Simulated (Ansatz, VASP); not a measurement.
# BaS in VASP and in Ansatz

```
Ba S
1.0
     3.79503    0.00000    0.00000
     0.00000    3.79503    0.00000
     0.00000    0.00000    3.79503
Ba S
1 1
Direct
  0.00000 0.00000 0.00000
  0.50000 0.50000 0.50000
```

Alike in both runs: task single point; functional r2SCAN; k mesh 6 × 6 × 6; no spin polarisation.

|  | VASP | Ansatz |
| --- | --- | --- |
| version | VASP 6.6.1 | Ansatz 0.2.0 |
| potentials or method | VASP PAW PBE potentials, release 64 (Ba_sv, S) | plane waves, PAW |
| plane-wave cutoff (eV) | 520 | 500 |
| occupations | gaussian, width 0.01 eV | fixed |
| valence electrons in the cell | 16 | 16 |

```tsv
	VASP	Ansatz	Ansatz less VASP
gap on the k mesh at the Fermi level (eV)	1.76	1.89	+0.128
pressure (GPa)	2.7	1.7	-1.06
```

VASP's potentials were made for PBE, not for r2SCAN.

Spin-orbit coupling is off throughout.
